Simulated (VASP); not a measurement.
## C: single point with PBEsol

The system is C.

```
C
1.0
     2.45888    0.00000    0.00000
    -1.22944    2.12945    0.00000
     0.00000    0.00000    7.52621
C
4
Direct
  0.00000 0.00000 0.25000
  0.00000 0.00000 0.75000
  0.33333 0.66667 0.25000
  0.66667 0.33333 0.75000
```

This cell differs from its parent crystal: strain along c alone, the other axes held: +3.0 %.

* Program: VASP 6.6.1
* Task: single point
* Functional: PBEsol
* Potentials or basis: VASP PAW PBE potentials, release 64 (C)
* Cutoff: 520 eV
* k mesh: 24 × 24 × 8
* Occupations: gaussian, width 0.1 eV
* Spin: no spin polarisation
* Dipole correction: no
* Further INCAR settings: ALGO = Normal; EDIFF = 1e-06; NBANDS = 16

```
Pressure               : 0.5 GPa
Band gap on the k mesh : zero (band 8 reaches 3.70 eV, above the bottom of band 9 at 3.69 eV)
```

Stress tensor (GPa, compression positive):
```
 0.95  0.00  0.00
 0.00  0.95  0.00
 0.00  0.00 -0.25
```

Levels at points of the mesh, in eV from the Fermi level:
```csv
k point,band 5,band 6,band 7,band 8,band 9,band 10,band 11,band 12
"(0.00, 0.00, 0.00)",-2.99,-2.99,-2.99,-2.99,3.35,8.01,8.34,8.34
"(0.50, 0.00, 0.00)",-6.42,-6.41,-2.57,-2.22,1.49,1.92,7.36,7.52
"(0.00, 0.00, 0.50)",-2.99,-2.99,-2.99,-2.99,5.22,5.22,8.35,8.35
"(0.50, 0.00, 0.50)",-6.41,-6.41,-2.38,-2.38,1.64,1.64,7.44,7.44
```

Wall time 100 s on 1 thread of AMD EPYC 7R13 Processor (Zen 3), on a shared host, peak memory 0.22 GiB.

Caveat: the cell differs from its parent crystal (strain along c alone, the other axes held: +3.0 %); the PAW data sets were made with another functional, which shifts forces and pressure a little; this functional lacks dispersion, which binds the layers, so the pressure and a relaxed spacing across them are unreliable.
